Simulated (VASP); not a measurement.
Write the native input for VASP 6.6.1 that does the following.

| Item | Value |
| --- | --- |
| Task | single point |
| Functional | PBEsol |
| Potentials or basis | VASP PAW PBE potentials, release 64 (Si, C) |
| Cutoff | 520 eV |
| k mesh | 12 × 12 × 12 |
| Occupations | gaussian, width 0.05 eV |
| Spin | no spin polarisation |
| Dipole correction | no |
| Further INCAR settings | ALGO = Normal; EDIFF = 1e-07; NBANDS = 11 |

The structure of SiC lies in POSCAR:

```
SiC
1.0
    0.0000000000      2.0000800000      2.0000800000
    2.0000800000      0.0000000000      2.0000800000
    2.0000800000      2.0000800000      0.0000000000
Si C
1 1
Direct
    0.0000000000      0.0000000000      0.0000000000
    0.7500000000      0.7500000000      0.7500000000
```

This cell differs from its parent crystal: strain -0.080 along x and y, -0.080 along z.

These files were run (other wordings do the same):

INCAR

```
SYSTEM = SiC
PREC = Accurate ; ENCUT = 520
EDIFF = 1E-7 ; ISMEAR = 0
SIGMA = 0.05 ; LREAL = .FALSE.
LASPH = .TRUE. ; NELM = 60
ALGO = Normal ; ISIF = 2
LWAVE = .FALSE. ; LCHARG = .TRUE.
GGA = PS ; LELF = .TRUE.
LVHAR = .TRUE. ; NBANDS = 11
```

KPOINTS

```
regular mesh
0
G
  12 12 12
  0 0 0
```

Potentials or basis: VASP PAW PBE potentials, release 64 (Si, C).

Run with:

```console
$ cat potpaw_PBE.64/Si/POTCAR potpaw_PBE.64/C/POTCAR > POTCAR
$ mpirun -np 1 vasp_std > vasp.out
```

It gave:

```
Pressure               : 92.8 GPa
Band gap on the k mesh : 0.96 eV, indirect (least direct gap 4.65 eV)
```

Caveat: the cell differs from its parent crystal (strain -0.080 along x and y, -0.080 along z); the PAW data sets were made with another functional, which shifts forces and pressure a little.

Wall time 9.5 s on 1 thread of Intel(R) Xeon(R) Platinum 8259CL CPU @ 2.50GHz (Skylake/Cascade Lake), with other jobs on the host, peak memory 0.13 GiB.
